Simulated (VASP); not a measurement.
# CsI (Pm-3m) in VASP: a series of runs

The runs below take CsI through single point, relaxation of cell and atoms, with PBE+D3(BJ).

Everything below comes from runs of VASP 6.6.1. Logs are shortened: lines on timing, memory, paths and dates and some standing lists are left out, and cuts for length are marked.

## 1. The cell of the first run

It takes space group Pm-3m (No. 221, cubic). Conventional cell: a = 4.560 Å, b = 4.560 Å, c = 4.560 Å, α = 90.00°, β = 90.00°, γ = 90.00°. Within 5.2 Å of Cs (site symmetry m-3m) lie 8 I at 3.95 Å and 6 Cs at 4.56 Å. I (site symmetry m-3m) has 8 Cs at 3.95 Å and 6 I at 4.56 Å within 5.2 Å.

## 2. Single point, PBE+D3(BJ)

File INCAR:

```
ALGO = Normal ; EDIFF = 1E-6
ENCUT = 500 ; GGA = PE
GGA_COMPAT = F ; ISIF = 2
ISMEAR = 0 ; IVDW = 12
LASPH = T ; LCHARG = F
LREAL = F ; LWAVE = F
NBANDS = 15 ; NELM = 120
PREC = Accurate ; SIGMA = 0.02
```

File KPOINTS:

```
k-points
0
Gamma
  6 6 6
```

File POSCAR:

```
CsI
1.0
    4.5603021581      0.0000000000      0.0000000000
    0.0000000000      4.5603021581      0.0000000000
    0.0000000000      0.0000000000      4.5603021581
Cs I
1 1
Direct
    0.0000000000      0.0000000000      0.0000000000
    0.5000000000      0.5000000000      0.5000000000
```

Potentials or basis: VASP PAW PBE potentials, release 64 (Cs_sv, I).

Run with:

```bash
> cat potpaw_PBE.64/Cs_sv/POTCAR potpaw_PBE.64/I/POTCAR > POTCAR
> mpirun -np 1 vasp_std > vasp.out
```

OUTCAR:

```text
EDIFF = 1E-6
   ENCUT = 500
   GGA = PE
   ISIF = 2
   ISMEAR = 0
   IVDW = 12
   LASPH = T
   LREAL = F
   NELM = 120
   PREC = Accurate
 IVDW          = 12

 ion  position               nearest neighbor table
   1  0.000  0.000  0.000-
   2  0.500  0.500  0.500-

  LATTYP: Found a simple cubic cell.
 ALAT       =     4.5603021581

  Lattice vectors:

 A1 = (   4.5603021581,   0.0000000000,   0.0000000000)
 A2 = (   0.0000000000,   4.5603021581,   0.0000000000)
 A3 = (   0.0000000000,   0.0000000000,   4.5603021581)

Analysis of symmetry for initial positions (statically):
=====================================================================
 Subroutine PRICEL returns:
 Original cell was already a primitive cell.

 Routine SETGRP: Setting up the symmetry group for a
 simple cubic supercell.

 Subroutine GETGRP returns: Found 48 space group operations
 (whereof 48 operations were pure point group operations)
 out of a pool of 48 trial point group operations.

The static configuration has the point symmetry O_h .

Analysis of symmetry for dynamics (positions and initial velocities):
=====================================================================
 Subroutine PRICEL returns:
 Original cell was already a primitive cell.

 Routine SETGRP: Setting up the symmetry group for a
 simple cubic supercell.

 Subroutine GETGRP returns: Found 48 space group operations
 (whereof 48 operations were pure point group operations)
 out of a pool of 48 trial point group operations.

The dynamic configuration has the point symmetry O_h .

 Subroutine INISYM returns: Found 48 space group operations
 (whereof 48 operations are pure point group operations),
 and found     1 'primitive' translations

----------------------------------------------------------------------------------------

                                     Primitive cell

  volume of cell :      94.8377

  direct lattice vectors                    reciprocal lattice vectors
     4.560302158  0.000000000  0.000000000     0.219283715  0.000000000  0.000000000
     0.000000000  4.560302158  0.000000000     0.000000000  0.219283715  0.000000000
     0.000000000  0.000000000  4.560302158     0.000000000  0.000000000  0.219283715

  length of vectors
     4.560302158  4.560302158  4.560302158     0.219283715  0.219283715  0.219283715

  position of ions in fractional coordinates (direct lattice)
     0.000000000  0.000000000  0.000000000
     0.500000000  0.500000000  0.500000000

  ion indices of the primitive-cell ions
   primitive index   ion index
                 1           1
                 2           2

----------------------------------------------------------------------------------------

 KPOINTS: k-points

Automatic generation of k-mesh.
 Grid dimensions read from file:
 generate k-points for:    6    6    6

 Generating k-lattice:

  Cartesian coordinates                     Fractional coordinates (reciprocal lattice)
     0.036547286  0.000000000  0.000000000     0.166666667  0.000000000  0.000000000
     0.000000000  0.036547286  0.000000000     0.000000000  0.166666667  0.000000000
     0.000000000  0.000000000  0.036547286     0.000000000  0.000000000  0.166666667

  Length of vectors
     0.036547286  0.036547286  0.036547286

  Shift w.r.t. Gamma in fractional coordinates (k-lattice)
     0.000000000  0.000000000  0.000000000

 Subroutine IBZKPT returns following result:
 ===========================================

 Found     20 irreducible k-points:

 Following reciprocal coordinates:
            Coordinates               Weight
  0.000000  0.000000  0.000000      1.000000
  0.166667  0.000000  0.000000      6.000000
  0.333333  0.000000  0.000000      6.000000
  0.500000  0.000000  0.000000      3.000000
  0.166667  0.166667  0.000000     12.000000
  0.333333  0.166667  0.000000     24.000000
[... 12 lines left out ...]
  0.500000  0.500000  0.333333      6.000000
  0.500000  0.500000  0.500000      1.000000
   k-points           NKPTS =     20   k-points in BZ     NKDIM =     20   number of bands    NBANDS=     15
   number of dos      NEDOS =    301   number of ions     NIONS =      2
   total plane-waves  NPLWV =  46656
   dimension x,y,z NGX =    36 NGY =   36 NGZ =   36
   dimension x,y,z NGXF=    72 NGYF=   72 NGZF=   72
   ions per type =               1   1
   NGX,Y,Z   is equivalent  to a cutoff of  13.12, 13.12, 13.12 a.u.
   NGXF,Y,Z  is equivalent  to a cutoff of  26.25, 26.25, 26.25 a.u.
 SYSTEM =  unknown system
   PREC   = accura    normal or accurate (medium, high low for compatibility)
   ISTART =      0    job   : 0-new  1-cont  2-samecut
   ICHARG =      2    charge: 1-file 2-atom 10-const
   ISPIN  =      1    spin polarized calculation?
   LNONCOLLINEAR =      F non collinear calculations
   LSORBIT =      F    spin-orbit coupling
   LASPH  =      T    aspherical Exc in radial PAW
   ENCUT  =  500.0 eV  36.75 Ry    6.06 a.u.   8.31  8.31  8.31*2*pi/ulx,y,z
   NELM   =    120;   NELMIN=  2; NELMDL= -5     # of ELM steps
   EDIFF  = 0.1E-05   stopping-criterion for ELM
   LREAL  =      F    real-space projection
[... 7 lines left out ...]
   TEBEG  =    0.0;   TEEND  =   0.0 temperature during run
   PSTRESS=    0.0 pullay stress
   NELECT =      16.0000    total number of electrons
   NUPDOWN=      -1.0000    fix difference up-down
   EMIN   =  10.00;   EMAX   =-10.00  energy-range for DOS
   EFERMI =   0.00;   METHOD = LEGACY
   ISMEAR =     0;   SIGMA  =   0.02  broadening in eV -4-tet -1-fermi 0-gaus
   EFERMI_NEDOS =   21; number of points for ismear=-14 and -15
   IALGO  =     38    algorithm
   IMIX   =      4    mixing-type and parameters
     AMIX     =   0.40;   BMIX     =  1.00
     AMIX_MAG =   1.60;   BMIX_MAG =  1.00
  volume/ion in A,a.u.               =      47.42       320.00
  Fermi-wavevector in a.u.,A,eV,Ry     =   0.904596  1.709438 11.133558  0.818293
  Thomas-Fermi vector in A             =   2.028062
   LORBIT       =      0    0 simple, 1 ext, 2 COOP (PROOUT), +10 PAW based schemes
   GGA     = PE    functional components
   LHFCALC =     F    Hartree Fock is set to
   AEXX    =    0.0000 exact exchange contribution
   IVDW    =    12    specifies the selected vdW correction
   LEPSILON=     F    determine dielectric tensor
   LRPA    =     F    only Hartree local field effects (RPA)
 non-spin polarized calculation
 Gauss-broadening in eV      SIGMA  =   0.02
  energy-cutoff  :      500.00
  volume of cell :       94.84
 maximum number of plane-waves:      2469
 NGX is ok and might be reduce to    36
   NGX = 17   NGY = 17   NGZ = 17

 number of electron      16.0000003 magnetization

 Free energy of the ion-electron system (eV)
  ---------------------------------------------------
  ext. energy  EPLUGINS =         0.00000000
  ---------------------------------------------------
  free energy    TOTEN  =        -5.42520377 eV

  energy without entropy =       -5.42520377  energy(sigma->0) =       -5.42520377

 E-fermi :   0.9666     XC(G=0):  -7.7865

 val. band max:        0.8383790552   @ k =   0.5000   0.5000   0.0000
 cond. band min:       4.7281419854   @ k =   0.0000   0.0000   0.0000
 fundamental gap:      3.8897629302
 Fermi energy:         0.9666493467

 k-point     1 :       0.0000    0.0000    0.0000
  band No.  band energies     occupation
      1     -19.5470      2.00000
      2      -9.8258      2.00000
      3      -6.2470      2.00000
      4      -6.2470      2.00000
      5      -6.2470      2.00000
      6       0.7503      2.00000
      7       0.7503      2.00000
      8       0.7503      2.00000
      9       4.7281      0.00000
     10       5.0126      0.00000
     11       5.0126      0.00000
     12       8.6084      0.00000
     13       8.6084      0.00000
     14       8.6084      0.00000
     15      11.0427      0.00000

 k-point     2 :       0.1667    0.0000    0.0000
  band No.  band energies     occupation
      1     -19.5407      2.00000
      2      -9.8283      2.00000
      3      -6.2870      2.00000
      4      -6.2310      2.00000
      5      -6.2310      2.00000
      6       0.2760      2.00000
      7       0.7120      2.00000
      8       0.7120      2.00000
      9       5.1796      0.00000
     10       5.2976      0.00000
     11       5.6366      0.00000
     12       8.5302      0.00000
     13       8.5302      0.00000
     14       8.7340      0.00000
     15       9.8552      0.00000

 k-point     3 :       0.3333    0.0000    0.0000
  band No.  band energies     occupation
      1     -19.5281      2.00000
      2      -9.8359      2.00000
      3      -6.3544      2.00000
      4      -6.1987      2.00000
      5      -6.1987      2.00000
      6      -0.4379      2.00000
      7       0.6330      2.00000
      8       0.6330      2.00000
      9       5.6391      0.00000
     10       6.4732      0.00000
     11       6.9474      0.00000
     12       8.3971      0.00000
     13       8.5662      0.00000
     14       8.5662      0.00000
     15       9.0466      0.00000
[... 271 lines left out ...]
 k-point    19 :       0.5000    0.5000    0.3333
  band No.  band energies     occupation
      1     -19.4832      2.00000
      2      -9.5754      2.00000
      3      -6.5307      2.00000
      4      -6.5307      2.00000
      5      -6.4157      2.00000
      6      -0.3699      2.00000
      7      -0.3699      2.00000
      8      -0.2139      2.00000
      9       6.9386      0.00000
     10       7.5296      0.00000
     11       7.5296      0.00000
     12       7.9590      0.00000
     13       9.4141      0.00000
     14       9.4141      0.00000
     15      10.6081      0.00000

 k-point    20 :       0.5000    0.5000    0.5000
  band No.  band energies     occupation
      1     -19.4778      2.00000
      2      -9.5481      2.00000
      3      -6.5011      2.00000
      4      -6.5011      2.00000
      5      -6.5011      2.00000
      6      -0.4808      2.00000
      7      -0.4808      2.00000
      8      -0.4808      2.00000
      9       8.0266      0.00000
     10       8.0266      0.00000
     11       8.0266      0.00000
     12       8.7180      0.00000
     13       8.7180      0.00000
     14       8.7180      0.00000
     15      10.6524      0.00000

------------------------ aborting loop because EDIFF is reached ----------------------------------------

 Edisp (eV)   -0.48218

 E8    (eV) :    -0.2510

  FORCE on cell =-STRESS in cart. coord.  units (eV):
  Direction    XX          YY          ZZ          XY          YZ          ZX
  --------------------------------------------------------------------------------------
  -------------------------------------------------------------------------------------
  Total       0.02878     0.02878     0.02878    -0.00000     0.00000     0.00000
  in kB       0.48623     0.48623     0.48623    -0.00000     0.00000     0.00000
  external pressure =        0.49 kB  Pullay stress =        0.00 kB

 VOLUME and BASIS-vectors are now :
 -----------------------------------------------------------------------------
  energy-cutoff  :      500.00
  volume of cell :       94.84
      direct lattice vectors                 reciprocal lattice vectors
     4.560302158  0.000000000  0.000000000     0.219283715  0.000000000  0.000000000
     0.000000000  4.560302158  0.000000000     0.000000000  0.219283715  0.000000000
     0.000000000  0.000000000  4.560302158     0.000000000  0.000000000  0.219283715

 POSITION                                       TOTAL-FORCE (eV/Angst)
 -----------------------------------------------------------------------------------
      0.00000      0.00000      0.00000         0.000000      0.000000      0.000000
      2.28015      2.28015      2.28015         0.000000      0.000000      0.000000
 -----------------------------------------------------------------------------------
    total drift:                                0.000000      0.000000      0.000000

  FREE ENERGIE OF THE ION-ELECTRON SYSTEM (eV)
  ---------------------------------------------------
  free  energy   TOTEN  =        -5.9073885710 eV

  energy  without entropy=       -5.9073885710  energy(sigma->0) =       -5.90738857
```

Wall time 18 s (1 thread of Intel Xeon Platinum 8259CL at 2.50GHz (Skylake/Cascade Lake), shared host); peak memory 0.21 GiB.

What came out:

```
Free energy                : -5.9074 eV
Pressure                   : 0.0 GPa
Band gap on the k mesh     : 3.89 eV (least direct gap 3.98 eV)
Dispersion energy per atom : -0.241 eV
```

Levels at points of the mesh, in eV from the valence-band top:
```
           k point  band 6  band 7  band 8  band 9  band 10  band 11
(0.00, 0.00, 0.00)   -0.09   -0.09   -0.09    3.89     4.17     4.17
(0.50, 0.00, 0.00)   -1.57   -0.25   -0.25    5.20     6.50     6.75
(0.50, 0.50, 0.00)   -0.86   -0.86    0.00    4.24     4.92     6.10
(0.50, 0.50, 0.50)   -1.32   -1.32   -1.32    7.19     7.19     7.19
```

Caveat: spin-orbit coupling is left out, which moves the levels of the heavy elements. A k mesh can miss the band edges.

## 3. Relaxation of cell and atoms, PBE+D3(BJ)

This run uses another cell than the first one, of 50.79 Å³/atom.

File INCAR:

```
PREC = Accurate
ENCUT = 500
EDIFF = 1E-7
ISMEAR = 0
SIGMA = 0.02
LREAL = False
LASPH = True
NELM = 120
ALGO = Normal
ISIF = 3
LWAVE = False
LCHARG = False
GGA = PE
IVDW = 12
IBRION = 2
NSW = 70
EDIFFG = -0.005
GGA_COMPAT = False
NELMIN = 4
```

File KPOINTS:

```
Automatic mesh
0
Gamma
  6 6 6
```

File POSCAR:

```
CsI
1.0
    4.6660143501      0.0000000000      0.0000000000
    0.0000000000      4.6660143501      0.0000000000
    0.0000000000      0.0000000000      4.6660143501
Cs I
1 1
Direct
    0.0000000000      0.0000000000      0.0000000000
    0.5000000000      0.5000000000      0.5000000000
```

Potentials or basis: VASP PAW PBE potentials, release 64 (Cs_sv, I).

Run with:

```bash
> cat potpaw_PBE.64/Cs_sv/POTCAR potpaw_PBE.64/I/POTCAR > POTCAR
> mpirun -np 1 vasp_std > vasp.out
```

OUTCAR:

```text
PREC = Accurate
   ENCUT = 500
   EDIFF = 1E-7
   ISMEAR = 0
   LREAL = False
   LASPH = True
   NELM = 120
   ISIF = 3
   GGA = PE
   IVDW = 12
   IBRION = 2
   NSW = 70
   EDIFFG = -0.005
   NELMIN = 4
 IVDW          = 12

 ion  position               nearest neighbor table
   1  0.000  0.000  0.000-
   2  0.500  0.500  0.500-

  LATTYP: Found a simple cubic cell.
 ALAT       =     4.6660143501

  Lattice vectors:

 A1 = (   4.6660143501,   0.0000000000,   0.0000000000)
 A2 = (   0.0000000000,   4.6660143501,   0.0000000000)
 A3 = (   0.0000000000,   0.0000000000,   4.6660143501)

Analysis of symmetry for initial positions (statically):
=====================================================================
 Subroutine PRICEL returns:
 Original cell was already a primitive cell.

 Routine SETGRP: Setting up the symmetry group for a
 simple cubic supercell.

 Subroutine GETGRP returns: Found 48 space group operations
 (whereof 48 operations were pure point group operations)
 out of a pool of 48 trial point group operations.

The static configuration has the point symmetry O_h .

Analysis of symmetry for dynamics (positions and initial velocities):
=====================================================================
 Subroutine PRICEL returns:
 Original cell was already a primitive cell.

 Routine SETGRP: Setting up the symmetry group for a
 simple cubic supercell.
[... 130 lines left out ...]
   LRPA    =     F    only Hartree local field effects (RPA)
 conjugate gradient relaxation of ions
 non-spin polarized calculation
 Gauss-broadening in eV      SIGMA  =   0.02
  energy-cutoff  :      500.00
  volume of cell :      101.59
 maximum number of plane-waves:      2601
 NGX is ok and might be reduce to    36
   NGX = 17   NGY = 17   NGZ = 17

--------------------------------------- Ionic step        1  -------------------------------------------

 number of electron      15.9999999 magnetization

 Free energy of the ion-electron system (eV)
  ---------------------------------------------------
  ext. energy  EPLUGINS =         0.00000000
  ---------------------------------------------------
  free energy    TOTEN  =        -5.44282684 eV

  energy without entropy =       -5.44282684  energy(sigma->0) =       -5.44282684

------------------------ aborting loop because EDIFF is reached ----------------------------------------

 Edisp (eV)   -0.45052

 E8    (eV) :    -0.2353
[... 111 lines left out ...]
--------------------------------------- Ionic step        4  -------------------------------------------

 number of electron      16.0000003 magnetization

 Free energy of the ion-electron system (eV)
  ---------------------------------------------------
  ext. energy  EPLUGINS =         0.00000000
  ---------------------------------------------------
  free energy    TOTEN  =        -5.42723649 eV

  energy without entropy =       -5.42723649  energy(sigma->0) =       -5.42723649

 E-fermi :   0.9011     XC(G=0):  -7.7721

 val. band max:        0.8184884443   @ k =   0.5000   0.5000   0.0000
 cond. band min:       4.6973387231   @ k =   0.0000   0.0000   0.0000
 fundamental gap:      3.8788502788
 Fermi energy:         0.9011117324

 k-point     1 :       0.0000    0.0000    0.0000
  band No.  band energies     occupation
      1     -19.5707      2.00000
      2      -9.8405      2.00000
      3      -6.2712      2.00000
      4      -6.2712      2.00000
      5      -6.2712      2.00000
      6       0.7298      2.00000
      7       0.7298      2.00000
      8       0.7298      2.00000
      9       4.6973      0.00000
     10       4.9980      0.00000
     11       4.9980      0.00000
     12       8.5814      0.00000
[... 316 lines left out ...]
  FREE ENERGIE OF THE ION-ELECTRON SYSTEM (eV)
  ---------------------------------------------------
  free  energy   TOTEN  =        -5.9078312217 eV

  energy  without entropy=       -5.9078312217  energy(sigma->0) =       -5.90783122

 reached required accuracy - stopping structural energy minimisation
```

OSZICAR:

```text
N       E                     dE             d eps       ncg     rms          rms(c)
DAV:   1     0.919823095564E+02    0.91982E+02   -0.58238E+03   480   0.104E+03
DAV:   2     0.166404425023E+01   -0.90318E+02   -0.84538E+02   784   0.160E+02
DAV:   3    -0.549911428770E+01   -0.71632E+01   -0.71467E+01   624   0.532E+01
[... 35 lines left out ...]
DAV:   4    -0.542723545248E+01   -0.39256E-06   -0.17374E-05   500   0.293E-02    0.413E-02
DAV:   5    -0.542723563898E+01   -0.18649E-06   -0.12358E-05   560   0.215E-02    0.447E-03
DAV:   6    -0.542723604212E+01   -0.40315E-06   -0.10924E-06   508   0.633E-03    0.170E-03
DAV:   7    -0.542723657034E+01   -0.52822E-06   -0.12539E-07   372   0.269E-03    0.149E-03
DAV:   8    -0.542723648732E+01    0.83020E-07   -0.11922E-08   260   0.824E-04
   4 F= -.59078312E+01 E0= -.59078312E+01  d E =-.144843E-01
```

CONTCAR:

```text
CsI
   1.00000000000000
     4.5653805233053815    0.0000000000000000    0.0000000000000000
     0.0000000000000000    4.5653805233053815    0.0000000000000000
     0.0000000000000000   -0.0000000000000000    4.5653805233053815
  Cs              I
     1     1
Direct
     0.0000000000000000    0.0000000000000000    0.0000000000000000
     0.5000000000000000    0.5000000000000000    0.5000000000000000

  0.00000000E+00  0.00000000E+00  0.00000000E+00
  0.00000000E+00  0.00000000E+00  0.00000000E+00
```

Run time: 51 s. Hardware: 1 thread of Intel Xeon Platinum 8259CL at 2.50GHz (Skylake/Cascade Lake), shared host; peak memory 0.23 GiB.

What came out:

| Item | Value |
| --- | --- |
| Free energy | -5.9078 eV |
| Relaxed volume | 47.58 Å³/atom |
| Relaxed cell | a = 4.565 Å, b = 4.565 Å, c = 4.565 Å, α = 90.00°, β = 90.00°, γ = 90.00° |
| Space group after relaxing (to 0.1 Å) | Pm-3m (No. 221) |
| Energy gained by relaxing | 7.2 meV/atom |
| Ionic steps | 4 |
| Pressure after relaxing | 0.0 GPa |
| Band gap on the k mesh | 3.88 eV (least direct gap 3.97 eV) |
| Dispersion energy per atom | -0.240 eV |

Step by step:
```csv
step,energy change (eV),largest force (eV/Å),pressure (GPa),volume (Å³)
1,0.0000,0.0000,-0.67,101.59
2,-0.0104,0.0000,-0.38,98.47
3,-0.0144,0.0000,-0.06,95.63
4,-0.0145,0.0000,0.00,95.15
```

Final structure:
```
CELL_PARAMETERS angstrom
4.56538 0.00000 0.00000
0.00000 4.56538 0.00000
0.00000 0.00000 4.56538
ATOMIC_POSITIONS crystal
Cs 0.00000 0.00000 0.00000
I 0.50000 0.50000 0.50000
```

Caveat: spin-orbit coupling is left out, which moves the levels of the heavy elements. A k mesh can miss the band edges.
